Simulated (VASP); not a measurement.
# SiC (zinc blende) (F-43m) in VASP: notebook, part 2 of 2

VASP 6.6.1.

### 3 Single point, PBEsol (volume scaled by 0.88)

Input file INCAR:

```
SYSTEM = SiC
  PREC = Accurate
  ENCUT = 600
  EDIFF = 1E-6
  ISMEAR = 0
  SIGMA = 0.01
  LREAL = .False.
  LASPH = .True.
  NELM = 120
  ALGO = Normal
  ISIF = 2
  LWAVE = .False.
  LCHARG = .False.
  GGA = PS
  NBANDS = 11
  GGA_COMPAT = .False.
```

Input file KPOINTS:

```
Automatic mesh
0
Gamma
  10 10 10
  0 0 0
```

Input file POSCAR:

```
SiC
1.0
    0.0000000000      2.0890590577      2.0890590577
    2.0890590577      0.0000000000      2.0890590577
    2.0890590577      2.0890590577      0.0000000000
Si C
1 1
Direct
    0.0000000000      0.0000000000      0.0000000000
    0.2500000000      0.2500000000      0.2500000000
```

Potentials or basis: VASP PAW PBE potentials, release 64 (Si, C).

Command:

```bash
$ cat potpaw_PBE.64/Si/POTCAR potpaw_PBE.64/C/POTCAR > POTCAR
$ mpirun -np 1 vasp_std > vasp.out
```

Wall time 7.9 s (1 thread of Intel Xeon Platinum 8259CL at 2.50GHz (Skylake/Cascade Lake), shared host); peak memory 0.14 GiB.

The run converged. Its results:

* Free energy: -15.6656 eV
* Pressure: 35.7 GPa
* Band gap on the k mesh: 1.11 eV, indirect (least direct gap 4.56 eV)

Levels at points of the mesh, in eV from the valence-band top:
```csv
k point,band 1,band 2,band 3,band 4,band 5,band 6,band 7,band 8
"(0.00, 0.00, 0.00)",-16.45,0.00,0.00,0.00,7.68,8.17,8.17,8.17
"(0.50, 0.00, 0.00)",-12.35,-9.33,-1.08,-1.08,6.56,7.67,7.67,10.62
"(0.50, 0.50, 0.00)",-10.76,-8.27,-3.45,-3.45,1.11,4.66,15.46,15.46
```

Caveat: the PAW data sets were made with another functional, which shifts forces and pressure a little.

### 4 Single point, PBEsol (volume scaled by 0.84)

Input file INCAR:

```
PREC     = Accurate       # precision mode
ENCUT    = 600            # plane-wave cutoff, eV
EDIFF    = 1E-6           # SCF threshold, eV
ISMEAR   = 0              # smearing method
SIGMA    = 0.01           # smearing width, eV
LREAL    = False          # projectors in reciprocal space
LASPH    = True           # aspherical terms in the spheres
NELM     = 120            # most SCF steps
ALGO     = Normal         # electronic algorithm
ISIF     = 2              # what is computed and relaxed
LWAVE    = False          # write WAVECAR
LCHARG   = True           # write CHGCAR
GGA      = PS             # functional
LELF     = True           # ELF
LVHAR    = True         
NBANDS   = 11             # bands
GGA_COMPAT= False
```

Input file KPOINTS:

```
Automatic mesh
0
Gamma
  10 10 10
```

Input file POSCAR:

```
SiC
1.0
    0.0000000000      2.0569145754      2.0569145754
    2.0569145754      0.0000000000      2.0569145754
    2.0569145754      2.0569145754      0.0000000000
Si C
1 1
Direct
    0.0000000000      0.0000000000      0.0000000000
    0.2500000000      0.2500000000      0.2500000000
```

Command:

```bash
$ cat potpaw_PBE.64/Si/POTCAR potpaw_PBE.64/C/POTCAR > POTCAR
$ mpirun -np 1 vasp_std > vasp.out
```

It took 7.3 s on 1 thread of Intel Xeon Platinum 8259CL at 2.50GHz (Skylake/Cascade Lake), shared host; peak memory 0.14 GiB.

The run converged. Its results:

```
Free energy            : -15.4358 eV
Pressure               : 53.3 GPa
Band gap on the k mesh : 1.06 eV, indirect (least direct gap 4.60 eV)
```

Levels at points of the mesh, in eV from the valence-band top:
```tsv
k point	band 2	band 3	band 4	band 5	band 6	band 7
(0.00, 0.00, 0.00)	0.00	0.00	0.00	8.24	8.55	8.55
(0.50, 0.00, 0.00)	-9.61	-1.08	-1.08	7.01	7.87	7.87
(0.50, 0.50, 0.00)	-8.44	-3.54	-3.54	1.06	4.85	16.04
```

Caveat: the PAW data sets were made with another functional, which shifts forces and pressure a little.

### 5 Single point, PBEsol (volume scaled by 0.92)

Input file INCAR:

```
  PREC = Accurate
  ENCUT = 600
  EDIFF = 1E-6
  ISMEAR = 0
  SIGMA = 0.01
  LREAL = F
  LASPH = T
  NELM = 120
  ALGO = Normal
  ISIF = 2
  LWAVE = F
  LCHARG = F
  GGA = PS
  NBANDS = 11
  GGA_COMPAT = F
```

KPOINTS is that of step 4.

Input file POSCAR:

```
SiC
1.0
    0.0000000000      2.1202436412      2.1202436412
    2.1202436412      0.0000000000      2.1202436412
    2.1202436412      2.1202436412      0.0000000000
Si C
1 1
Direct
    0.0000000000      0.0000000000      0.0000000000
    0.2500000000      0.2500000000      0.2500000000
```

Command:

```bash
$ cat potpaw_PBE.64/Si/POTCAR potpaw_PBE.64/C/POTCAR > POTCAR
$ mpirun -np 1 vasp_std > vasp.out
```

Run time: 7 s. Hardware: 1 thread of Intel Xeon Platinum 8259CL at 2.50GHz (Skylake/Cascade Lake), shared host; peak memory 0.14 GiB.

It converged, with:

```
Free energy            : -15.8128 eV
Pressure               : 21.3 GPa
Band gap on the k mesh : 1.16 eV, indirect (least direct gap 4.52 eV)
```

Levels at points of the mesh, in eV from the valence-band top:
| k point | band 2 | band 3 | band 4 | band 5 | band 6 | band 7 |
| --- | --- | --- | --- | --- | --- | --- |
| (0.00, 0.00, 0.00) | 0.00 | 0.00 | 0.00 | 7.15 | 7.83 | 7.83 |
| (0.50, 0.00, 0.00) | -9.07 | -1.07 | -1.07 | 6.13 | 7.48 | 7.48 |
| (0.50, 0.50, 0.00) | -8.11 | -3.37 | -3.37 | 1.16 | 4.49 | 14.92 |

Caveat: the PAW data sets were made with another functional, which shifts forces and pressure a little. A k mesh can miss the band edges.

### 6 Single point, PBEsol (volume scaled by 0.96)

Input file INCAR:

```
PREC = Accurate
ENCUT = 600
EDIFF = 1E-6
ISMEAR = 0
SIGMA = 0.01
LREAL = F
LASPH = T
NELM = 120
ALGO = Normal
ISIF = 2
LWAVE = F
LCHARG = F
GGA = PS
NBANDS = 11
GGA_COMPAT = F
```

KPOINTS is that of step 5.

Input file POSCAR:

```
SiC
1.0
    0.0000000000      2.1505369288      2.1505369288
    2.1505369288      0.0000000000      2.1505369288
    2.1505369288      2.1505369288      0.0000000000
Si C
1 1
Direct
    0.0000000000      0.0000000000      0.0000000000
    0.2500000000      0.2500000000      0.2500000000
```

Potentials or basis: VASP PAW PBE potentials, release 64 (Si, C).

Command:

```bash
$ cat potpaw_PBE.64/Si/POTCAR potpaw_PBE.64/C/POTCAR > POTCAR
$ mpirun -np 1 vasp_std > vasp.out
```

OUTCAR:

```text
PREC = Accurate
   ENCUT = 600
   EDIFF = 1E-6
   ISMEAR = 0
   LREAL = F
   LASPH = T
   NELM = 120
   ISIF = 2
   GGA = PS

 ion  position               nearest neighbor table
   1  0.000  0.000  0.000-   2 1.86   2 1.86   2 1.86   2 1.86
   2  0.250  0.250  0.250-   1 1.86   1 1.86   1 1.86   1 1.86

  LATTYP: Found a face centered cubic cell.
 ALAT       =     4.3010738576

  Lattice vectors:

 A1 = (   0.0000000000,   2.1505369288,   2.1505369288)
 A2 = (   2.1505369288,   0.0000000000,   2.1505369288)
 A3 = (   2.1505369288,   2.1505369288,   0.0000000000)
[... 511 lines left out ...]
      6      14.1811      0.00000
      7      20.4878      0.00000
      8      20.7433      0.00000
      9      22.6540      0.00000
     10      26.8884      0.00000
     11      30.2769      0.00000

 [... further k-points ...]
[... 5 lines left out ...]
  --------------------------------------------------------------------------------------
  -------------------------------------------------------------------------------------
  Total        1.1783755      1.1783755      1.1783755     -0.0000000     -0.0000000     -0.0000000
  in kB       94.9125327     94.9125327     94.9125327     -0.0000000     -0.0000000     -0.0000000
  external PRESSURE =      94.9125327 kB  Pullay stress =       0.0000000 kB

 VOLUME and BASIS-vectors are now :
 -----------------------------------------------------------------------------
  energy-cutoff  :      600.00
  volume of cell :       19.89
      direct lattice vectors                 reciprocal lattice vectors
     0.000000000  2.150536929  2.150536929    -0.232500076  0.232500076  0.232500076
     2.150536929  0.000000000  2.150536929     0.232500076 -0.232500076  0.232500076
     2.150536929  2.150536929  0.000000000     0.232500076  0.232500076 -0.232500076

 POSITION                                       TOTAL-FORCE (eV/Angst)
 -----------------------------------------------------------------------------------
      0.00000      0.00000      0.00000        -0.000000     -0.000000     -0.000000
      1.07527      1.07527      1.07527         0.000000      0.000000      0.000000
 -----------------------------------------------------------------------------------
    total drift:                                0.000000      0.000000      0.000000

  FREE ENERGIE OF THE ION-ELECTRON SYSTEM (eV)
  ---------------------------------------------------
  free  energy   TOTEN  =       -15.8923273499 eV

  energy  without entropy=      -15.8923273499  energy(sigma->0) =      -15.89232735
```

OSZICAR:

```text
N       E                     dE             d eps       ncg     rms          rms(c)
DAV:   1     0.240397264597E+01    0.24040E+01   -0.44854E+03  1098   0.704E+02
DAV:   2    -0.172212520881E+02   -0.19625E+02   -0.18790E+02  1286   0.111E+02
DAV:   3    -0.178008899340E+02   -0.57964E+00   -0.57862E+00  1264   0.160E+01
DAV:   4    -0.178029976352E+02   -0.21077E-02   -0.21076E-02  1171   0.121E+00
DAV:   5    -0.178030065220E+02   -0.88868E-05   -0.88866E-05  1276   0.750E-02    0.916E+00
DAV:   6    -0.159848013216E+02    0.18182E+01   -0.61352E+00  1154   0.112E+01    0.414E+00
DAV:   7    -0.159071259559E+02    0.77675E-01   -0.42249E-01  1237   0.364E+00    0.183E+00
DAV:   8    -0.158924994889E+02    0.14626E-01   -0.21767E-02  1178   0.945E-01    0.165E-01
DAV:   9    -0.158922861200E+02    0.21337E-03   -0.16615E-03  1270   0.220E-01    0.112E-01
DAV:  10    -0.158923271350E+02   -0.41015E-04   -0.11209E-04  1172   0.680E-02    0.258E-02
DAV:  11    -0.158923273499E+02   -0.21490E-06   -0.93882E-06  1244   0.176E-02
   1 F= -.15892327E+02 E0= -.15892327E+02  d E =-.148160E-49
```

It took 11 s on 1 thread of Intel Xeon Platinum 8259CL at 2.50GHz (Skylake/Cascade Lake), shared host; peak memory 0.13 GiB.

What came out:

```
Free energy            : -15.8923 eV
Pressure               : 9.5 GPa
Band gap on the k mesh : 1.20 eV, indirect (least direct gap 4.48 eV)
```

Caveat: the PAW data sets were made with another functional, which shifts forces and pressure a little. A k mesh can miss the band edges.

### 7 Summary

| cell | gap on the mesh (eV) | pressure (GPa) |
| --- | --- | --- |
| a = 2.813 Å, angles 60.0°, 2 atoms | 0.94 | 101.4 |
| a = 2.954 Å, angles 60.0°, 2 atoms | 1.11 | 35.7 |
| a = 2.909 Å, angles 60.0°, 2 atoms | 1.06 | 53.3 |
| a = 2.998 Å, angles 60.0°, 2 atoms | 1.16 | 21.3 |
| a = 3.041 Å, angles 60.0°, 2 atoms | 1.20 | 9.5 |

Alike in all rows: task single point; level PBEsol; potentials or basis VASP PAW PBE potentials, release 64 (Si, C); no spin polarisation; k mesh 10 × 10 × 10; cutoff (eV) 600; smearing gaussian 0.01 eV.

Caveats: the PAW data sets were made with another functional, which shifts forces and pressure a little.

Total energies depend on the potentials used, so only differences within one code and one set of settings carry meaning.
